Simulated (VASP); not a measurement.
# PbO2 (Fm-3m) in VASP: notebook

PbO2 is run at these levels: PBE; tasks: single point.

Everything below comes from runs of VASP 6.6.1. Logs are shortened: lines on timing, memory, paths and dates and some standing lists are left out, and cuts for length are marked.

## 1. The cell of the first run

It takes space group Fm-3m (No. 225, cubic). The conventional cell has a = 5.404 Å, b = 5.404 Å, c = 5.404 Å, α = 90.00°, β = 90.00°, γ = 90.00°. Pb (site symmetry m-3m) has 8 O at 2.34 Å within 3.1 Å. Within 3.1 Å of O (site symmetry -43m) lie 4 Pb at 2.34 Å and 6 O at 2.70 Å.

## 2. Single point, PBE

File INCAR:

```
PREC = Accurate
ENCUT = 520
EDIFF = 1E-6
ISMEAR = -1
SIGMA = 0.05
LREAL = False
LASPH = True
NELM = 60
ALGO = Normal
ISIF = 2
LWAVE = False
LCHARG = False
GGA = PE
NBANDS = 20
```

File KPOINTS:

```
regular mesh
0
Gamma
  9 9 9
```

File POSCAR:

```
PbO2
1.0
    0.0000000000      2.7019920000      2.7019920000
    2.7019920000      0.0000000000      2.7019920000
    2.7019920000      2.7019920000      0.0000000000
Pb O
1 2
Direct
    0.0000000000      0.0000000000      0.0000000000
    0.7500000000      0.7500000000      0.7500000000
    0.2500000000      0.2500000000      0.2500000000
```

Potentials or basis: VASP PAW PBE potentials, release 64 (Pb_d, O).

On the command line:

```
$ cat potpaw_PBE.64/Pb_d/POTCAR potpaw_PBE.64/O/POTCAR > POTCAR
$ mpirun -np 1 vasp_std > vasp.out
```

OUTCAR:

```text
PREC = Accurate
   ENCUT = 520
   EDIFF = 1E-6
   ISMEAR = -1
   LREAL = False
   LASPH = True
   NELM = 60
   ISIF = 2
   GGA = PE

 ion  position               nearest neighbor table
   1  0.000  0.000  0.000-   2 2.34   2 2.34   2 2.34   3 2.34   3 2.34   3 2.34   3 2.34   2 2.34

   2  0.750  0.750  0.750-   1 2.34   1 2.34   1 2.34   1 2.34
   3  0.250  0.250  0.250-   1 2.34   1 2.34   1 2.34   1 2.34

  LATTYP: Found a face centered cubic cell.
 ALAT       =     5.4039840000

  Lattice vectors:

 A1 = (   0.0000000000,   2.7019920000,   2.7019920000)
 A2 = (   2.7019920000,   0.0000000000,   2.7019920000)
 A3 = (   2.7019920000,   2.7019920000,   0.0000000000)

Analysis of symmetry for initial positions (statically):
=====================================================================
 Subroutine PRICEL returns:
 Original cell was already a primitive cell.

 Routine SETGRP: Setting up the symmetry group for a
 face centered cubic supercell.

 Subroutine GETGRP returns: Found 48 space group operations
 (whereof 48 operations were pure point group operations)
 out of a pool of 48 trial point group operations.

The static configuration has the point symmetry O_h .

Analysis of symmetry for dynamics (positions and initial velocities):
=====================================================================
 Subroutine PRICEL returns:
 Original cell was already a primitive cell.

 Routine SETGRP: Setting up the symmetry group for a
 face centered cubic supercell.

 Subroutine GETGRP returns: Found 48 space group operations
 (whereof 48 operations were pure point group operations)
 out of a pool of 48 trial point group operations.

The dynamic configuration has the point symmetry O_h .

 Subroutine INISYM returns: Found 48 space group operations
 (whereof 48 operations are pure point group operations),
 and found     1 'primitive' translations

----------------------------------------------------------------------------------------

                                     Primitive cell

  volume of cell :      39.4532

  direct lattice vectors                    reciprocal lattice vectors
     0.000000000  2.701992000  2.701992000    -0.185048660  0.185048660  0.185048660
     2.701992000  0.000000000  2.701992000     0.185048660 -0.185048660  0.185048660
     2.701992000  2.701992000  0.000000000     0.185048660  0.185048660 -0.185048660

  length of vectors
[... 76 lines left out ...]
   ISTART =      0    job   : 0-new  1-cont  2-samecut
   ICHARG =      2    charge: 1-file 2-atom 10-const
   ISPIN  =      1    spin polarized calculation?
   LNONCOLLINEAR =      F non collinear calculations
   LSORBIT =      F    spin-orbit coupling
   LASPH  =      T    aspherical Exc in radial PAW
   ENCUT  =  520.0 eV  38.22 Ry    6.18 a.u.   7.10  7.10  7.10*2*pi/ulx,y,z
   NELM   =     60;   NELMIN=  2; NELMDL= -5     # of ELM steps
   EDIFF  = 0.1E-05   stopping-criterion for ELM
   LREAL  =      F    real-space projection
   EDIFFG = 0.1E-04   stopping-criterion for IOM
   NSW    =      0    number of steps for IOM
   IBRION =     -1    ionic relax: 0-MD 1-quasi-New 2-CG
   NFREE  =      0    steps in history (QN), initial steepest desc. (CG)
   ISIF   =      2    stress and relaxation
   ISYM   =      2    0-nonsym 1-usesym 2-fastsym
   POTIM  = 0.5000    time-step for ionic-motion
   TEBEG  =    0.0;   TEEND  =   0.0 temperature during run
   PSTRESS=    0.0 pullay stress
   NELECT =      26.0000    total number of electrons
   NUPDOWN=      -1.0000    fix difference up-down
   EMIN   =  10.00;   EMAX   =-10.00  energy-range for DOS
   EFERMI =   0.00;   METHOD = LEGACY
   ISMEAR =    -1;   SIGMA  =   0.05  broadening in eV -4-tet -1-fermi 0-gaus
   EFERMI_NEDOS =   21; number of points for ismear=-14 and -15
   IALGO  =     38    algorithm
   IMIX   =      4    mixing-type and parameters
     AMIX     =   0.40;   BMIX     =  1.00
     AMIX_MAG =   1.60;   BMIX_MAG =  1.00
  volume/ion in A,a.u.               =      13.15        88.75
  Fermi-wavevector in a.u.,A,eV,Ry     =   1.424640  2.692180 27.614384  2.029600
  Thomas-Fermi vector in A             =   2.545110
   LORBIT       =      0    0 simple, 1 ext, 2 COOP (PROOUT), +10 PAW based schemes
   GGA     = PE    functional components
   LHFCALC =     F    Hartree Fock is set to
   AEXX    =    0.0000 exact exchange contribution
   IVDW    =     0    specifies the selected vdW correction
   LEPSILON=     F    determine dielectric tensor
   LRPA    =     F    only Hartree local field effects (RPA)
 non-spin polarized calculation
  energy-cutoff  :      520.00
  volume of cell :       39.45
 maximum number of plane-waves:      1073
   NGX = 15   NGY = 15   NGZ = 15

 number of electron      25.9999989 magnetization

 Free energy of the ion-electron system (eV)
  ---------------------------------------------------
  ext. energy  EPLUGINS =         0.00000000
  ---------------------------------------------------
  free energy    TOTEN  =       -15.61429182 eV

  energy without entropy =      -15.60839769  energy(sigma->0) =      -15.61134475

 E-fermi :   5.6245     XC(G=0): -11.1441

 val. band max:        5.5759280927   @ k =  -0.3333   0.4444   0.2222
 cond. band min:       6.1394528267   @ k =  -0.1111   0.1111   0.0000
 fundamental gap:      0.5635247341
 Fermi energy:         5.6244525614

 k-point     1 :       0.0000    0.0000    0.0000
  band No.  band energies     occupation
      1     -12.8740      2.00000
      2     -10.0667      2.00000
      3     -10.0491      2.00000
      4     -10.0491      2.00000
      5     -10.0491      2.00000
      6      -9.8168      2.00000
[... 541 lines left out ...]
     19      21.8012      0.00000
     20      22.5641      0.00000

 [... further k-points ...]
[... 5 lines left out ...]
  --------------------------------------------------------------------------------------
  -------------------------------------------------------------------------------------
  Total        0.1464526      0.1464526      0.1464526      0.0000000      0.0000000      0.0000000
  in kB        5.9473764      5.9473764      5.9473764      0.0000000      0.0000000      0.0000000
  external PRESSURE =       5.9473764 kB  Pullay stress =       0.0000000 kB

 VOLUME and BASIS-vectors are now :
 -----------------------------------------------------------------------------
  energy-cutoff  :      520.00
  volume of cell :       39.45
      direct lattice vectors                 reciprocal lattice vectors
     0.000000000  2.701992000  2.701992000    -0.185048660  0.185048660  0.185048660
     2.701992000  0.000000000  2.701992000     0.185048660 -0.185048660  0.185048660
     2.701992000  2.701992000  0.000000000     0.185048660  0.185048660 -0.185048660

 POSITION                                       TOTAL-FORCE (eV/Angst)
 -----------------------------------------------------------------------------------
      0.00000      0.00000      0.00000        -0.000000      0.000000      0.000000
      4.05299      4.05299      4.05299         0.000000      0.000000      0.000000
      1.35100      1.35100      1.35100        -0.000000     -0.000000     -0.000000
 -----------------------------------------------------------------------------------
    total drift:                                0.000000      0.000000      0.000000

  FREE ENERGIE OF THE ION-ELECTRON SYSTEM (eV)
  ---------------------------------------------------
  free  energy   TOTEN  =       -15.6142918192 eV

  energy  without entropy=      -15.6083976851  energy(sigma->0) =      -15.61134475
```

Wall time 20 s (1 thread of AMD EPYC 7R43 (Zen 3), shared host); peak memory 0.13 GiB.

What came out:

* Free energy: -15.6143 eV
* Pressure: 0.6 GPa
* Band gap on the k mesh: zero (band 13 reaches 5.58 eV, above the bottom of band 14 at 4.43 eV)

Caveat: spin-orbit coupling is left out, which moves the levels of the heavy elements.

[end of part 1 of 2]
